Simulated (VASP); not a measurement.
Here is a VASP 6.6.1 calculation.

The input INCAR:

```
PREC = Accurate ; ENCUT = 520
EDIFF = 1E-6 ; ISMEAR = 0
SIGMA = 0.1 ; LREAL = False
LASPH = True ; NELM = 80
ALGO = Fast ; ISIF = 2
LWAVE = False ; LCHARG = False
LDIPOL = True ; IDIPOL = 3
DIPOL = 0.5 0.5 0.500 ; GGA = PE
NBANDS = 36
```

File KPOINTS:

```
regular mesh
0
Gamma
  12 12 1
```

File POSCAR:

```
Al4Ru3
1.0
    3.0040847245      0.0000000000      0.0000000000
    0.0000000000      3.0040847245      0.0000000000
    0.0000000000      0.0000000000     24.0122541736
Al Ru
4 3
Direct
    0.0000000000      0.0000000000      0.3123405219
    0.0000000000      0.0000000000      0.4374468406
    0.0000000000      0.0000000000      0.5625531594
    0.0000000000      0.0000000000      0.6876594781
    0.5000000000      0.5000000000      0.3748936813
    0.5000000000      0.5000000000      0.5000000000
    0.5000000000      0.5000000000      0.6251063187
```

Potentials or basis: VASP PAW PBE potentials, release 64 (Al, Ru_pv).

Run with:

```bash
$ cat potpaw_PBE.64/Al/POTCAR potpaw_PBE.64/Ru_pv/POTCAR > POTCAR
$ mpirun -np 1 vasp_std > vasp.out
```

(1) Predict the band gap on the k mesh.

(2) What does it give for the largest force?

Answers

(1) zero (band 27 reaches 4.33 eV, above the bottom of band 28 at 2.26 eV).

(2) 1.455 eV/Å.
